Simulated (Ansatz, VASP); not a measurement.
Ta3N: VASP beside Ansatz

```xyz
4
Lattice="3.2405 0.0000 0.0000 -1.6203 2.8064 0.0000 0.0000 0.0000 7.4499" Properties=species:S:1:pos:R:3 pbc="T T T"
Ta    0.0000    0.0000    3.7250
Ta    0.0000    1.8709    1.2858
Ta    1.6203    0.9355    6.1642
N     0.0000    0.0000    0.0000
```

Change from the starting cell: strain +0.080 along x and y, +0.000 along z, atoms carried along.

Alike in both runs: task single point; functional PBEsol; k mesh 18 × 18 × 8; occupations gaussian, width 0.15 eV; no spin polarisation.

|  | VASP | Ansatz |
| --- | --- | --- |
| version | VASP 6.6.1 | Ansatz 0.2.0 |
| potentials or method | VASP PAW PBE potentials, release 64 (Ta_pv, N), cutoff 520 eV | scalar-relativistic, plane waves, PAW |
| valence electrons in the cell | 38 | 44 |

```tsv
	VASP	Ansatz	Ansatz less VASP
gap on the k mesh at the Fermi level (eV)	none	none	-
pressure (GPa)	-29.1	-29.3	-0.15
traceless stress, the component that is largest in VASP (GPa)	5.04	5.08	+0.046
rms of the force components (eV/Å)	0.448	0.463	+0.0153
```

VASP's potentials were made for PBE, not for PBEsol. Atom by atom the forces differ by 0.015 eV/Å (rms over components). A gap of «none» marks a metal or a gap that the smearing closes. Both programs put the cell under strong tension, so it lies far from rest at this level. VASP's potentials hold 38 valence electrons a cell and Ansatz's 44, so a difference there can come from the potentials and not from the codes.

Spin-orbit coupling is off throughout.
